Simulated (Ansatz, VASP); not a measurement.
# One calculation of AlGa3N4, two programs

```
Al Ga N
1.0
     4.25894    0.00000    0.00000
     0.00000    4.46758    0.00000
     0.00000    0.00000    4.46758
Al Ga N
1 3 4
Direct
  0.00000 0.00000 0.00000
  0.48158 0.50000 0.00000
  0.51842 0.00000 0.50000
  0.00000 0.50000 0.50000
  0.75505 0.74936 0.23927
  0.75505 0.25064 0.76073
  0.24495 0.76073 0.74936
  0.24495 0.23927 0.25064
```

Change from the starting cell: mode 4 frozen in at -0.082 Å, normal strain along x -0.0467.

Alike in both runs: task single point; functional PBEsol; k mesh 6 × 6 × 6; occupations gaussian, width 0.05 eV; no spin polarisation.

|  | VASP | Ansatz |
| --- | --- | --- |
| version | VASP 6.6.1 | Ansatz 0.2.0 |
| potentials or method | VASP PAW PBE potentials, release 64 (Al, Ga_d, N), cutoff 520 eV | scalar-relativistic, plane waves, PAW |
| valence electrons in the cell | 62 | 62 |

Ansatz gave:

- gap on the k mesh at the Fermi level (eV): 2.48
- least direct gap on the mesh (eV): 2.48
- pressure (GPa): 9.8
- traceless stress, the component that is largest in VASP (GPa): 3.08
- rms of the force components (eV/Å): 0.205

Question: Which values does VASP return?

Answer: gap on the k mesh at the Fermi level (eV): 2.50; least direct gap on the mesh (eV): 2.50; pressure (GPa): 9.7; traceless stress, the component that is largest in VASP (GPa): 3.11; rms of the force components (eV/Å): 0.206.

VASP's potentials were made for PBE, not for PBEsol, and Ansatz warns of the same on its side. Atom by atom the forces differ by 0.007 eV/Å (rms over components). Ansatz's warnings: structure snapped to symmetry.
